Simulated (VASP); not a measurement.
Ti3C, 4 atoms in the cell. The cell holds a slab with vacuum, 4 atoms: a = 2.780 Å, b = 2.780 Å, c = 19.776 Å, α = 90.00°, β = 90.00°, γ = 109.47°. 

| Quantity | Value |
| --- | --- |
| Program | VASP 6.6.1 |
| Task | single point |
| Functional | PBEsol |
| Potentials or basis | VASP PAW PBE potentials, release 64 (Ti_sv, C) |
| Cutoff | 520 eV |
| k mesh | 10 × 10 × 1 |
| Occupations | gaussian, width 0.1 eV |
| Spin | no spin polarisation |
| Dipole correction | yes |
| Further INCAR settings | ALGO = Normal; EDIFF = 1e-06; NBANDS = 28 |

Potentials or basis: VASP PAW PBE potentials, release 64 (Ti_sv, C).

The run is started by

```console
$ cat potpaw_PBE.64/Ti_sv/POTCAR potpaw_PBE.64/C/POTCAR > POTCAR
$ mpirun -np 1 vasp_std > vasp.out
```

Hardware: 1 thread of Intel(R) Xeon(R) 6975P-C (Granite Rapids), with other jobs on the host.

Problem. Estimate the wall time of this run.

Solution. Wall time 120 s on 1 thread of Intel(R) Xeon(R) 6975P-C (Granite Rapids) (shared host), peak memory 0.33 GiB. Counts: scf iterations 29, k points 31.
